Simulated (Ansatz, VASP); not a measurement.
One calculation of Ga3Sb2As, two programs

The input INCAR:

```
PREC = Accurate
ENCUT = 600
EDIFF = 1E-6
ISMEAR = 0
SIGMA = 0.1
LREAL = False
LASPH = True
NELM = 60
ALGO = Normal
ISIF = 3
LWAVE = False
LCHARG = False
GGA = PE
IBRION = 2
NSW = 90
EDIFFG = -0.04
```

File KPOINTS:

```
Automatic mesh
0
Gamma
  6 6 2
```

POSCAR

```
Ga3Sb2As
1.0
    4.0383693400      0.0000000000      0.0000000000
   -2.0191846700      3.4973304400      0.0000000000
    0.0000000000      0.0000000000      9.8919442700
Ga Sb As
3 2 1
Direct
    0.0000000000      0.0000000000      0.0000000000
    0.6666666700      0.3333333300      0.3333333300
    0.3333333300      0.6666666700      0.6666666700
    0.6666666700      0.3333333300      0.0833333300
    0.3333333300      0.6666666700      0.4166666700
    0.0000000000      0.0000000000      0.7500000000
```

Input for Ansatz:

```yaml
crystal:
  lattice:
    - [4.03836934, 0.0, 0.0]
    - [-2.01918467, 3.49733044, 0.0]
    - [0.0, 0.0, 9.89194427]
  atoms:
    - { symbol: Ga, position: [0.0, 0.0, 0.0] }
    - { symbol: Ga, position: [0.66666667, 0.33333333, 0.33333333] }
    - { symbol: Ga, position: [0.33333333, 0.66666667, 0.66666667] }
    - { symbol: Sb, position: [0.66666667, 0.33333333, 0.08333333] }
    - { symbol: Sb, position: [0.33333333, 0.66666667, 0.41666667] }
    - { symbol: As, position: [0.0, 0.0, 0.75] }
basis:
  ecutwfc: 420
kpoints:
  mp_grid: { grid: [6, 6, 2] }
hamiltonian:
  xc: pbe
scf:
  occupations: { method: gaussian, width: 0.1 }
  lower_state_search: "off"
output:
  forces: true
  stress: true
  eigenvalues: true
relax:
  adjacent_minimum: "off"
  f_tol: 0.04
  max_steps: 70
  cell: { stress_tol: 0.4 }
```

Alike in both runs: task relaxation of cell and atoms; functional PBE; k mesh 6 × 6 × 2; occupations gaussian, width 0.1 eV; no spin polarisation.

|  | VASP | Ansatz |
| --- | --- | --- |
| version | VASP 6.6.1 | Ansatz 0.2.0 |
| potentials or method | VASP PAW PBE potentials, release 64 (Ga_d, Sb, As), cutoff 600 eV | scalar-relativistic, plane waves, PAW |
| valence electrons in the cell | 54 | 84 |

Ansatz gave:

| Item | Value |
| --- | --- |
| gap on the k mesh at the Fermi level, each at its own relaxed structure (eV) | none |
| relaxed volume (Å³/atom) | 27.88 |
| relaxed length of the cell vector where the two differ most in proportion (Å) | 4.292 |

Question: Estimate VASP's values.

Answer: gap on the k mesh at the Fermi level, each at its own relaxed structure (eV): none; relaxed volume (Å³/atom): 28.04; relaxed length of the cell vector where the two differ most in proportion (Å): 4.303.

A gap of «none» marks a metal or a gap that the smearing closes. VASP's potentials hold 54 valence electrons a cell and Ansatz's 84, so a difference there can come from the potentials and not from the codes.

Neither program's run includes spin-orbit coupling. Noted on VASP's run: the volume moved by over 15 % at a fixed basis, so the end points are rough.
